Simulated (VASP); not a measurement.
# AlIr (Pm-3m) in VASP: further runs

Aim: see how the results for AlIr move with the level of theory and the settings. Levels: LDA+U, LDA. Tasks: relaxation of cell and atoms, single point.

Everything below comes from runs of VASP 6.6.1. Logs are shortened: lines on timing, memory, paths and dates and some standing lists are left out, and cuts for length are marked.

**1. The cell of the first run**

Symmetry: Pm-3m, No. 221, cubic system. The conventional cell has a = 2.970 Å, b = 2.970 Å, c = 2.970 Å, α = 90.00°, β = 90.00°, γ = 90.00°. Within 3.4 Å of Al (site symmetry m-3m) lie 8 Ir at 2.57 Å and 6 Al at 2.97 Å. Within 3.4 Å of Ir (site symmetry m-3m) lie 8 Al at 2.57 Å and 6 Ir at 2.97 Å.

**2. Relaxation of cell and atoms, LDA+U, target pressure 5 GPa, at which the enthalpy is minimised**

The input, INCAR:

```
ALGO     = Normal         # electronic algorithm
EDIFF    = 1E-7           # SCF threshold, eV
EDIFFG   = -0.002         # ionic threshold
ENCUT    = 600            # plane-wave cutoff, eV
IBRION   = 2              # ionic algorithm
ISIF     = 3              # what is computed and relaxed
ISMEAR   = -1             # smearing method
LASPH    = True           # aspherical terms in the spheres
LCHARG   = False          # write CHGCAR
LDAU     = True           # DFT+U
LDAUJ    = 0 0          
LDAUL    = -1 2           # shell
LDAUPRINT= 1            
LDAUTYPE = 2            
LDAUU    = 0 1            # U, eV
LMAXMIX  = 4              # l up to which the mixer works
LREAL    = False          # projectors in reciprocal space
LWAVE    = False          # write WAVECAR
NELM     = 150            # most SCF steps
NSW      = 100            # ionic steps
PREC     = Accurate       # precision mode
PSTRESS  = 50.0         
SIGMA    = 0.1            # smearing width, eV
```

The input, KPOINTS:

```
k-points
0
Gamma
  14 14 14
```

The input, POSCAR:

```
AlIr
1.0
    2.9697314271      0.0000000000      0.0000000000
    0.0000000000      2.9697314271      0.0000000000
    0.0000000000      0.0000000000      2.9697314271
Al Ir
1 1
Direct
    0.0000000000      0.0000000000      0.0000000000
    0.5000000000      0.5000000000      0.5000000000
```

Potentials or basis: VASP PAW LDA potentials, release 64 (Al, Ir).

The run is started by

```console
cat potpaw_LDA.64/Al/POTCAR potpaw_LDA.64/Ir/POTCAR > POTCAR
mpirun -np 1 vasp_std > vasp.out
```

OUTCAR:

```text
EDIFF = 1E-7
   EDIFFG = -0.002
   ENCUT = 600
   IBRION = 2
   ISIF = 3
   ISMEAR = -1
   LASPH = True
   LREAL = False
   NELM = 150
   NSW = 100
   PREC = Accurate
   PSTRESS = 50.0

 ion  position               nearest neighbor table
   1  0.000  0.000  0.000-   2 2.57   2 2.57   2 2.57   2 2.57   2 2.57   2 2.57   2 2.57   2 2.57

   2  0.500  0.500  0.500-   1 2.57   1 2.57   1 2.57   1 2.57   1 2.57   1 2.57   1 2.57   1 2.57

  LATTYP: Found a simple cubic cell.
 ALAT       =     2.9697314271

  Lattice vectors:

 A1 = (   2.9697314271,   0.0000000000,   0.0000000000)
 A2 = (   0.0000000000,   2.9697314271,   0.0000000000)
 A3 = (   0.0000000000,   0.0000000000,   2.9697314271)

Analysis of symmetry for initial positions (statically):
=====================================================================
 Subroutine PRICEL returns:
 Original cell was already a primitive cell.

 Routine SETGRP: Setting up the symmetry group for a
 simple cubic supercell.

 Subroutine GETGRP returns: Found 48 space group operations
 (whereof 48 operations were pure point group operations)
 out of a pool of 48 trial point group operations.

The static configuration has the point symmetry O_h .

Analysis of symmetry for dynamics (positions and initial velocities):
=====================================================================
 Subroutine PRICEL returns:
 Original cell was already a primitive cell.

 Routine SETGRP: Setting up the symmetry group for a
 simple cubic supercell.

 Subroutine GETGRP returns: Found 48 space group operations
 (whereof 48 operations were pure point group operations)
 out of a pool of 48 trial point group operations.

The dynamic configuration has the point symmetry O_h .

 Subroutine INISYM returns: Found 48 space group operations
 (whereof 48 operations are pure point group operations),
 and found     1 'primitive' translations

----------------------------------------------------------------------------------------

                                     Primitive cell

  volume of cell :      26.1910

  direct lattice vectors                    reciprocal lattice vectors
     2.969731427  0.000000000  0.000000000     0.336730787  0.000000000  0.000000000
     0.000000000  2.969731427  0.000000000     0.000000000  0.336730787  0.000000000
     0.000000000  0.000000000  2.969731427     0.000000000  0.000000000  0.336730787

  length of vectors
     2.969731427  2.969731427  2.969731427     0.336730787  0.336730787  0.336730787

  position of ions in fractional coordinates (direct lattice)
     0.000000000  0.000000000  0.000000000
     0.500000000  0.500000000  0.500000000

  ion indices of the primitive-cell ions
   primitive index   ion index
                 1           1
                 2           2

----------------------------------------------------------------------------------------

 KPOINTS: k-points

Automatic generation of k-mesh.
 Grid dimensions read from file:
 generate k-points for:   14   14   14

 Generating k-lattice:

  Cartesian coordinates                     Fractional coordinates (reciprocal lattice)
     0.024052199  0.000000000  0.000000000     0.071428571  0.000000000  0.000000000
     0.000000000  0.024052199  0.000000000     0.000000000  0.071428571  0.000000000
     0.000000000  0.000000000  0.024052199     0.000000000  0.000000000  0.071428571

[... 58 lines left out ...]
   EDIFFG = -.2E-02   stopping-criterion for IOM
   NSW    =    100    number of steps for IOM
   IBRION =      2    ionic relax: 0-MD 1-quasi-New 2-CG
   NFREE  =      1    steps in history (QN), initial steepest desc. (CG)
   ISIF   =      3    stress and relaxation
   ISYM   =      2    0-nonsym 1-usesym 2-fastsym
   POTIM  = 0.5000    time-step for ionic-motion
   TEBEG  =    0.0;   TEEND  =   0.0 temperature during run
   PSTRESS=   50.0 pullay stress
   NELECT =      12.0000    total number of electrons
   NUPDOWN=      -1.0000    fix difference up-down
   EMIN   =  10.00;   EMAX   =-10.00  energy-range for DOS
   EFERMI =   0.00;   METHOD = LEGACY
   ISMEAR =    -1;   SIGMA  =   0.10  broadening in eV -4-tet -1-fermi 0-gaus
   EFERMI_NEDOS =   21; number of points for ismear=-14 and -15
   IALGO  =     38    algorithm
   IMIX   =      4    mixing-type and parameters
     AMIX     =   0.40;   BMIX     =  1.00
     AMIX_MAG =   1.60;   BMIX_MAG =  1.00
  volume/ion in A,a.u.               =      13.10        88.37
  Fermi-wavevector in a.u.,A,eV,Ry     =   1.262074  2.384974 21.671770  1.592830
  Thomas-Fermi vector in A             =   2.395500
   LORBIT       =      0    0 simple, 1 ext, 2 COOP (PROOUT), +10 PAW based schemes
 LDA+U is selected, type is set to LDAUTYPE =  2
   angular momentum for each species LDAUL =    -1    2
   U (eV)           for each species LDAUU =   0.0  1.0
   J (eV)           for each species LDAUJ =   0.0  0.0
   GGA     = CA    functional components
   LHFCALC =     F    Hartree Fock is set to
[... 20 lines left out ...]
  free energy    TOTEN  =       -15.54180789 eV

  energy without entropy =      -15.52492269  energy(sigma->0) =      -15.53336529

------------------------ aborting loop because EDIFF is reached ----------------------------------------

  FORCE on cell =-STRESS in cart. coord.  units (eV):
  Direction    XX          YY          ZZ          XY          YZ          ZX
  --------------------------------------------------------------------------------------
  -------------------------------------------------------------------------------------
  Total       -0.1541840     -0.1541840     -0.1541840      0.0000000     -0.0000000      0.0000000
  in kB       -9.4318816     -9.4318816     -9.4318816      0.0000000     -0.0000000      0.0000000
  external PRESSURE =     -59.4318816 kB  Pullay stress =      50.0000000 kB
[... 97 lines left out ...]
  energy  without entropy=      -15.5190018198  energy(sigma->0) =      -15.52705293

  enthalpy is  TOTEN    =       -14.7352675745 eV   P V=        0.7998364562

atom =   2  type =  2  l = 2

 onsite density matrix

spin component  1

  0.8165  0.0000 -0.0000 -0.0000 -0.0000
  0.0000  0.8165  0.0000 -0.0000  0.0000
 -0.0000  0.0000  0.6543  0.0000 -0.0000
 -0.0000 -0.0000  0.0000  0.8165  0.0000
 -0.0000  0.0000 -0.0000  0.0000  0.6543

spin component  2

  0.8165  0.0000 -0.0000 -0.0000 -0.0000
  0.0000  0.8165  0.0000 -0.0000  0.0000
 -0.0000  0.0000  0.6543  0.0000 -0.0000
 -0.0000 -0.0000  0.0000  0.8165  0.0000
 -0.0000  0.0000 -0.0000  0.0000  0.6543

 occupancies and eigenvectors

  o =  0.6543  v =  0.0000  0.0000 -0.9998  0.0000 -0.0211  0.0000  0.0000  0.0000  0.0000  0.0000      0.0000  0.0000  0.0000  0.0000  0.0000  0.0000  0.0000  0.0000  0.0000  0.0000
  o =  0.6543  v =  0.0000  0.0000  0.0000  0.0000  0.0000  0.0000  0.0000 -0.9998  0.0000 -0.0211      0.0000  0.0000  0.0000  0.0000  0.0000  0.0000  0.0000  0.0000  0.0000  0.0000
  o =  0.6543  v =  0.0000  0.0000 -0.0211  0.0000  0.9998  0.0000  0.0000  0.0000  0.0000  0.0000      0.0000  0.0000  0.0000  0.0000  0.0000  0.0000  0.0000  0.0000  0.0000  0.0000
  o =  0.6543  v =  0.0000  0.0000  0.0000  0.0000  0.0000  0.0000  0.0000 -0.0211  0.0000  0.9998      0.0000  0.0000  0.0000  0.0000  0.0000  0.0000  0.0000  0.0000  0.0000  0.0000
  o =  0.8165  v =  0.0000  0.8381  0.0000 -0.5455 -0.0000  0.0000  0.0000  0.0000  0.0000  0.0000      0.0000  0.0000  0.0000  0.0000  0.0000  0.0000  0.0000  0.0000  0.0000  0.0000
  o =  0.8165  v =  0.0000  0.0000  0.0000  0.0000  0.0000  0.0000  0.8381  0.0000 -0.5455 -0.0000      0.0000  0.0000  0.0000  0.0000  0.0000  0.0000  0.0000  0.0000  0.0000  0.0000
  o =  0.8165  v =  0.0000  0.0000  0.0000  0.0000  0.0000  1.0000  0.0000  0.0000  0.0000  0.0000      0.0000  0.0000  0.0000  0.0000  0.0000  0.0000  0.0000  0.0000  0.0000  0.0000
  o =  0.8165  v =  1.0000  0.0000  0.0000  0.0000  0.0000  0.0000  0.0000  0.0000  0.0000  0.0000      0.0000  0.0000  0.0000  0.0000  0.0000  0.0000  0.0000  0.0000  0.0000  0.0000
  o =  0.8165  v =  0.0000  0.5455  0.0000  0.8381 -0.0000  0.0000  0.0000  0.0000  0.0000  0.0000      0.0000  0.0000  0.0000  0.0000  0.0000  0.0000  0.0000  0.0000  0.0000  0.0000
  o =  0.8165  v =  0.0000  0.0000  0.0000  0.0000  0.0000  0.0000  0.5455  0.0000  0.8381 -0.0000      0.0000  0.0000  0.0000  0.0000  0.0000  0.0000  0.0000  0.0000  0.0000  0.0000

--------------------------------------- Ionic step        4  -------------------------------------------

 number of electron      11.9999999 magnetization

 Free energy of the ion-electron system (eV)
  ---------------------------------------------------
  ext. energy  EPLUGINS =         0.00000000
  ---------------------------------------------------
  free energy    TOTEN  =       -15.53475940 eV

  energy without entropy =      -15.51867217  energy(sigma->0) =      -15.52671578

 E-fermi :  11.3812     XC(G=0): -13.0346

 val. band max:       11.2736420762   @ k =   0.5000   0.4286   0.0714
 cond. band min:      11.3834246855   @ k =   0.4286   0.4286   0.0000
 fundamental gap:      0.1097826092
 Fermi energy:        11.3812358476

 k-point     1 :       0.0000    0.0000    0.0000
  band No.  band energies     occupation
      1      -1.2677      2.00000
      2       5.0957      2.00000
      3       5.0957      2.00000
      4       9.3069      2.00000
      5       9.3069      2.00000
      6       9.3069      2.00000
      7      15.7700      0.00000
      8      15.7700      0.00000
      9      15.7700      0.00000
     10      21.4895      0.00000
[... 287 lines left out ...]
 k-point    24 :       0.3571    0.2143    0.0000
  band No.  band energies     occupation
      1       1.8817      2.00000
      2       4.7890      2.00000
      3       6.3182      2.00000
      4       7.3360      2.00000
      5       7.7170      2.00000
      6       8.6883      2.00000
      7      12.2113      0.00050
      8      15.9192      0.00000
      9      18.7379      0.00000
     10      20.8049      0.00000

 [... further k-points ...]

------------------------ aborting loop because EDIFF is reached ----------------------------------------

  FORCE on cell =-STRESS in cart. coord.  units (eV):
  Direction    XX          YY          ZZ          XY          YZ          ZX
  --------------------------------------------------------------------------------------
  -------------------------------------------------------------------------------------
  Total        0.8011601      0.8011601      0.8011601      0.0000000      0.0000000     -0.0000000
  in kB       50.1045291     50.1045291     50.1045291      0.0000000      0.0000000     -0.0000000
  external PRESSURE =       0.1045291 kB  Pullay stress =      50.0000000 kB
[... 21 lines left out ...]
  energy  without entropy=      -15.5186721670  energy(sigma->0) =      -15.52671578

  enthalpy is  TOTEN    =       -14.7352707421 eV   P V=        0.7994886545

 reached required accuracy - stopping structural energy minimisation
```

Wall time 50 s (1 thread of AMD EPYC 7R43 (Zen 3), shared host); peak memory 0.14 GiB.

Results:

- Free energy: -15.5348 eV
- Relaxed volume: 12.81 Å³/atom
- Relaxed cell: a = 2.948 Å, b = 2.948 Å, c = 2.948 Å, α = 90.00°, β = 90.00°, γ = 90.00°
- Space group after relaxing (to 0.05 Å): Pm-3m (No. 221)
- Energy change on relaxing (the enthalpy is what falls): +3.5 meV/atom
- Ionic steps: 4
- Pressure after relaxing: 5.0 GPa
- Band gap on the k mesh: zero (band 6 reaches 12.73 eV, above the bottom of band 7 at 11.10 eV)

The path:
```csv
step,energy change (eV),largest force (eV/Å),pressure (GPa),volume (Å³)
1,0.0000,0.0000,-0.94,26.19
2,0.1022,0.0000,20.53,24.39
3,0.0067,0.0000,4.89,25.63
4,0.0070,0.0000,5.01,25.62
```

Final structure:
```
CELL_PARAMETERS angstrom
2.94793 0.00000 0.00000
0.00000 2.94793 0.00000
0.00000 0.00000 2.94793
ATOMIC_POSITIONS crystal
Al 0.00000 0.00000 0.00000
Ir 0.50000 0.50000 0.50000
```

Levels at points of the mesh, in eV from the Fermi level:
```csv
k point,band 4,band 5,band 6,band 7,band 8,band 9
"(0.00, 0.00, 0.00)",-2.07,-2.07,-2.07,4.39,4.39,4.39
"(0.50, 0.00, 0.00)",-4.12,-4.12,-1.77,0.29,5.90,9.33
"(0.50, 0.50, 0.00)",-3.67,-3.33,-3.33,-0.28,2.45,5.42
"(0.50, 0.50, 0.50)",-0.16,-0.16,1.15,2.09,2.09,2.09
```

Eigenvalues of the final occupation matrices:
```tsv
site	spin	trace	eigenvalues
site 2 d	1	3.76	0.65 0.65 0.82 0.82 0.82
site 2 d	2	3.76	0.65 0.65 0.82 0.82 0.82
```

Caveat: the cell is relaxed towards a set pressure, so the enthalpy falls and the energy may rise; spin-orbit coupling is left out, which moves the levels of the heavy elements; U without spin polarisation on a metal has little footing; the U is typed as a test and isn't derived for this compound.

**3. Single point, LDA**

This run uses another cell than the first one, of 12.85 Å³/atom, 0.982 times its volume.

The input, INCAR:

```
SYSTEM = AlIr
ALGO = Normal
EDIFF = 1E-6
ENCUT = 520
ISIF = 2
ISMEAR = -1
LASPH = .TRUE.
LCHARG = .TRUE.
LELF = .TRUE.
LREAL = .FALSE.
LVHAR = .TRUE.
LWAVE = .FALSE.
NBANDS = 13
NELM = 100
PREC = Accurate
SIGMA = 0.1
```

The input, KPOINTS:

```
k-points
0
G
  14 14 14
  0 0 0
```

The input, POSCAR:

```
AlIr
1.0
    2.9514184138      0.0000000000      0.0000000000
    0.0000000000      2.9514184138      0.0000000000
    0.0000000000      0.0000000000      2.9514184138
Al Ir
1 1
Direct
    0.0000000000      0.0000000000      0.0000000000
    0.5000000000      0.5000000000      0.5000000000
```

Potentials or basis: VASP PAW LDA potentials, release 64 (Al, Ir).

The run is started by

```console
cat potpaw_LDA.64/Al/POTCAR potpaw_LDA.64/Ir/POTCAR > POTCAR
mpirun -np 1 vasp_std > vasp.out
```

Wall time 8.9 s (1 thread of Intel Xeon 6975P-C (Granite Rapids), shared host); peak memory 0.16 GiB.

The run converged. Its results:

| Item | Value |
| --- | --- |
| Free energy | -16.4546 eV |
| Pressure | 6.4 GPa |
| Band gap on the k mesh | zero (band 6 reaches 12.71 eV, above the bottom of band 7 at 11.13 eV) |

Levels at points of the mesh, in eV from the Fermi level:
```
           k point  band 2  band 3  band 4  band 5  band 6  band 7  band 8  band 9  band 10  band 11
(0.00, 0.00, 0.00)   -6.24   -6.24   -1.89   -1.89   -1.89    4.33    4.33    4.33    10.08    10.08
(0.50, 0.00, 0.00)   -7.49   -5.41   -3.95   -3.95   -1.58    0.29    5.86    9.26     9.26    11.79
(0.50, 0.50, 0.00)   -6.07   -3.48   -3.48   -3.38   -3.38   -0.26    2.39    5.48     9.19    12.94
(0.50, 0.50, 0.50)   -7.14   -7.14   -0.14   -0.14    1.11    2.02    2.02    2.02     6.94     8.00
```

Caveat: spin-orbit coupling is left out, which moves the levels of the heavy elements.

**4. Single point, LDA**

The input, INCAR:

```
SYSTEM = AlIr
PREC = Accurate
ENCUT = 520
EDIFF = 1E-6
ISMEAR = -1
SIGMA = 0.1
LREAL = .FALSE.
LASPH = .TRUE.
NELM = 100
ALGO = Normal
ISIF = 2
LWAVE = .FALSE.
LCHARG = .FALSE.
GGA = CA
NBANDS = 13
```

The input, KPOINTS:

```
Automatic mesh
0
G
  14 14 14
  0 0 0
```

The input, POSCAR:

```
AlIr
1.0
    2.9697314270      0.0000000000      0.0000000000
    0.0000000000      2.9697314270      0.0000000000
    0.0000000000      0.0000000000      2.9697314270
Al Ir
1 1
Direct
    0.0000000000      0.0000000000      0.0000000000
    0.5000000000      0.5000000000      0.5000000000
```

The run is started by

```console
cat potpaw_LDA.64/Al/POTCAR potpaw_LDA.64/Ir/POTCAR > POTCAR
mpirun -np 1 vasp_std > vasp.out
```

Wall time 8.5 s (1 thread of Intel Xeon 6975P-C (Granite Rapids), shared host); peak memory 0.16 GiB.

It converged, with:

* Free energy: -16.4660 eV
* Pressure: 1.2 GPa
* Band gap on the k mesh: zero (band 6 reaches 12.35 eV, above the bottom of band 7 at 10.83 eV)

Levels at points of the mesh, in eV from the Fermi level:
```
           k point  band 3  band 4  band 5  band 6  band 7  band 8  band 9  band 10
(0.00, 0.00, 0.00)   -6.06   -1.84   -1.84   -1.84    4.30    4.30    4.30    10.03
(0.50, 0.00, 0.00)   -5.25   -3.84   -3.84   -1.54    0.27    5.94    9.22     9.22
(0.50, 0.50, 0.00)   -3.38   -3.38   -3.29   -3.29   -0.26    2.33    5.32     9.10
(0.50, 0.50, 0.50)   -6.96   -0.14   -0.14    1.05    2.04    2.04    2.04     6.77
```

Caveat: spin-orbit coupling is left out, which moves the levels of the heavy elements.

**5. Single point, LDA+U**

This run uses another cell than the first one, of 12.75 Å³/atom, 0.974 times its volume.

The input, INCAR:

```
SYSTEM = AlIr
PREC = Accurate
ENCUT = 520
EDIFF = 1E-6
ISMEAR = -1
SIGMA = 0.1
LREAL = .False.
LASPH = .True.
NELM = 150
ALGO = Normal
ISIF = 2
LWAVE = .False.
LCHARG = .False.
LMAXMIX = 4
LDAU = .True.
LDAUTYPE = 2
LDAUL = -1 2
LDAUU = 0 4
LDAUJ = 0 0
LDAUPRINT = 1
GGA = CA
NBANDS = 13
```

The input, KPOINTS:

```
Automatic mesh
0
Gamma
  14 14 14
  0 0 0
```

The input, POSCAR:

```
AlIr
1.0
    2.9434336997      0.0000000000      0.0000000000
    0.0000000000      2.9434336997      0.0000000000
    0.0000000000      0.0000000000      2.9434336997
Al Ir
1 1
Direct
    0.0000000000      0.0000000000      0.0000000000
    0.5000000000      0.5000000000      0.5000000000
```

The run is started by

```console
cat potpaw_LDA.64/Al/POTCAR potpaw_LDA.64/Ir/POTCAR > POTCAR
mpirun -np 1 vasp_std > vasp.out
```

Wall time 9.5 s (1 thread of Intel Xeon 6975P-C (Granite Rapids), shared host); peak memory 0.16 GiB.

Results (log left out):

```
Free energy            : -13.0016 eV
Pressure               : -3.2 GPa
Band gap on the k mesh : zero (band 6 reaches 12.70 eV, above the bottom of band 7 at 10.84 eV)
```

Levels at points of the mesh, in eV from the Fermi level:
| k point | band 4 | band 5 | band 6 | band 7 | band 8 | band 9 |
| --- | --- | --- | --- | --- | --- | --- |
| (0.00, 0.00, 0.00) | -2.76 | -2.76 | -2.76 | 4.63 | 4.63 | 4.63 |
| (0.50, 0.00, 0.00) | -4.76 | -4.76 | -2.47 | 0.31 | 6.09 | 9.62 |
| (0.50, 0.50, 0.00) | -4.33 | -3.11 | -3.11 | -0.33 | 2.66 | 5.13 |
| (0.50, 0.50, 0.50) | -0.22 | -0.22 | 1.31 | 2.40 | 2.40 | 2.40 |

Eigenvalues of the final occupation matrices:
```csv
site,spin,trace,eigenvalues
site 2 d,1,3.98,0.68 0.68 0.87 0.87 0.87
site 2 d,2,3.98,0.68 0.68 0.87 0.87 0.87
```

Caveat: spin-orbit coupling is left out, which moves the levels of the heavy elements; U without spin polarisation on a metal has little footing; the U is typed as a test and isn't derived for this compound.

**6. The runs side by side**

| task | level | U | cell | cutoff (eV) | gap on the mesh (eV) | pressure (GPa) |
| --- | --- | --- | --- | --- | --- | --- |
| relaxation of cell and atoms | LDA+U | Ir d U = 1.0 eV | relaxed to 5 GPa from a = 2.970 Å, 2 atoms | 600 | none | 5.0 |
| single point | LDA | - | a = 2.951 Å, 2 atoms | 520 | none | 6.4 |
| single point | LDA | - | a = 2.970 Å, 2 atoms | 520 | none | 1.2 |
| single point | LDA+U | Ir d U = 4.0 eV | a = 2.943 Å, 2 atoms | 520 | none | -3.2 |

Alike in all rows: potentials or basis VASP PAW LDA potentials, release 64 (Al, Ir); no spin polarisation; k mesh 14 × 14 × 14; smearing fermi-dirac 0.1 eV.

Caveats: spin-orbit coupling is left out, which moves the levels of the heavy elements; U without spin polarisation on a metal has little footing (some runs); the U is typed as a test and isn't derived for this compound (some runs); the cell is relaxed towards a set pressure, so the enthalpy falls and the energy may rise (some runs).

Absolute energies hang on the potentials; compare differences alone.
